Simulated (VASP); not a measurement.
MgO:

```
Mg O
1.0
     2.57149   -0.05185   -0.05185
    -0.05185    2.57149   -0.05185
    -0.05185   -0.05185    2.57149
Mg O
1 1
Direct
  0.00000 0.00000 0.00000
  0.50000 0.50000 0.50000
```

This cell differs from its parent crystal: strain along [111] -5.9%.

Base run:

* Program: VASP 6.6.1
* Functional: r2SCAN
* Potentials or basis: VASP PAW PBE potentials, release 64 (Mg, O)
* Cutoff: 520 eV
* k mesh: 10 × 10 × 10
* Occupations: gaussian, width 0.01 eV
* Spin: no spin polarisation

Its results: band gap on the k mesh 4.10 eV, indirect (least direct gap 5.09 eV); pressure 10.2 GPa.

Q: The run is repeated on the same cell with these changes: functional from r2SCAN to HSE06; k mesh from 10 × 10 × 10 to 6 × 6 × 6. What comes out?

A: Band gap on the k mesh 4.83 eV, indirect (least direct gap 5.86 eV); pressure 10.3 GPa.

Several settings changed at once, so the effect can't be laid on one alone.

Caveats: the PAW data sets were made with another functional, which shifts forces and pressure a little.

A k mesh can miss the band edges.
